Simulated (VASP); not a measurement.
Input of a VASP 6.6.1 run:

The input INCAR:

```
SYSTEM = CoO
PREC = Accurate ; ENCUT = 520
EDIFF = 1E-6 ; ISMEAR = -1
SIGMA = 0.05 ; LREAL = .FALSE.
LASPH = .TRUE. ; NELM = 150
ALGO = Normal ; ISIF = 2
LWAVE = .FALSE. ; LCHARG = .TRUE.
ISPIN = 2 ; MAGMOM = 2 0
LORBIT = 11 ; LMAXMIX = 4
GGA = PE ; LELF = .TRUE.
LVHAR = .TRUE. ; NBANDS = 18
```

The input KPOINTS:

```
regular mesh
0
G
  12 12 12
  0 0 0
```

POSCAR

```
CoO
1.0
   -1.5080000000      1.5080000000      2.1072475377
    1.5080000000     -1.5080000000      2.1072475377
    1.5080000000      1.5080000000     -2.1072475377
Co O
1 1
Direct
    0.0000000000      0.0000000000      0.0000000000
    0.5000000000      0.5000000000      0.0000000000
```

Potentials or basis: VASP PAW PBE potentials, release 64 (Co, O).

Command:

```sh
$ cat potpaw_PBE.64/Co/POTCAR potpaw_PBE.64/O/POTCAR > POTCAR
$ mpirun -np 1 vasp_std > vasp.out
```

Question: What does it give for the site moments?

Answer: Co +2.54; O +0.29 μB.

Question: What does it give for the net moment?

Answer: 2.88 μB per cell.

Stress tensor (GPa, compression positive):
```
-0.54  0.00  0.00
 0.00 -0.54  0.00
 0.00  0.00 -0.40
```

Caveat: a cell with one magnetic atom can't hold antiferromagnetic order, which such compounds often take.
